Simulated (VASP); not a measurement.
Here is a VASP 6.6.1 calculation.

The input INCAR:

```
  PREC = Accurate
  ENCUT = 520
  EDIFF = 1E-7
  ISMEAR = -1
  SIGMA = 0.02
  LREAL = False
  LASPH = True
  NELM = 150
  ALGO = Normal
  ISIF = 2
  LWAVE = False
  LCHARG = False
  MAGMOM = 0 0 0 0 0 0
  LORBIT = 11
  LSORBIT = True
  GGA_COMPAT = False
  LORBMOM = True
  GGA = PE
  NBANDS = 28
```

Contents of KPOINTS:

```
regular mesh
0
Gamma
  8 8 8
```

File POSCAR:

```
CaSe
1.0
    3.6347849047      0.0000000000      0.0000000000
    0.0000000000      3.6347849047      0.0000000000
    0.0000000000      0.0000000000      3.6347849047
Ca Se
1 1
Direct
    0.0000000000      0.0000000000      0.0000000000
    0.5000000000      0.5000000000      0.5000000000
```

Potentials or basis: VASP PAW PBE potentials, release 64 (Ca_sv, Se).

Command:

```console
$ cat potpaw_PBE.64/Ca_sv/POTCAR potpaw_PBE.64/Se/POTCAR > POTCAR
$ mpirun -np 1 vasp_ncl > vasp.out
```

Question: What does it give for the net moment?

Answer: 0.00 μB per cell.

Question: Predict the pressure.

Answer: 0.8 GPa.

Moments on the atoms (μB; x, y, z):
```
Ca  0.00 0.00 0.00
Se  0.00 0.00 0.00
```

Caveat: the structure was generated, so it needn't be the stable form of CaSe.
